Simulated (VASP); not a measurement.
Mo: single point with r2SCAN

The system is Mo.

```
Mo
1.0
     2.79005    0.00000    0.00000
    -1.39503    2.41625    0.00000
     0.00000    0.00000    2.45788
Mo
1
Direct
  0.00000 0.00000 0.50000
```

This cell differs from its parent crystal: strain +0.015 along x and y, -0.030 along z.

```yaml
Program: VASP 6.6.1
Task: single point
Functional: r2SCAN
Potentials_or_basis: VASP PAW PBE potentials, release 64 (Mo_sv)
Cutoff: 520 eV
k_mesh: 24 × 24 × 24
Occupations: gaussian, width 0.15 eV
Spin: no spin polarisation
Dipole_correction: no
Further_INCAR_settings: ALGO = Normal; EDIFF = 1e-06; NBANDS = 13
```

```
Pressure               : 1.2 GPa
Band gap on the k mesh : zero (band 7 reaches 12.23 eV, above the bottom of band 8 at 10.50 eV)
```

Stress tensor (GPa, compression positive):
```
-2.71  0.00  0.00
 0.00 -2.71  0.00
 0.00  0.00  9.12
```

Levels at points of the mesh, in eV from the Fermi level:
| k point | band 3 | band 4 | band 5 | band 6 | band 7 | band 8 | band 9 | band 10 | band 11 | band 12 |
| --- | --- | --- | --- | --- | --- | --- | --- | --- | --- | --- |
| (0.00, 0.00, 0.00) | -35.54 | -35.06 | -7.07 | -4.73 | -0.94 | -0.94 | 4.70 | 4.70 | 13.16 | 18.50 |
| (0.50, 0.00, 0.00) | -35.83 | -34.93 | -5.04 | -3.69 | 0.77 | 2.05 | 4.13 | 4.22 | 10.11 | 13.65 |
| (0.00, 0.00, 0.50) | -35.29 | -35.29 | -3.40 | 0.18 | 0.18 | 0.36 | 0.36 | 0.47 | 11.96 | 17.15 |
| (0.50, 0.00, 0.50) | -36.43 | -35.56 | -5.59 | -3.02 | -0.86 | 4.73 | 6.58 | 7.04 | 7.70 | 17.45 |

Wall time 3 min on 1 thread of Intel(R) Xeon(R) 6975P-C (Granite Rapids) (shared host), peak memory 0.27 GiB.

Caveat: the cell differs from its parent crystal (strain +0.015 along x and y, -0.030 along z); the PAW data sets were made with another functional, which shifts forces and pressure a little.
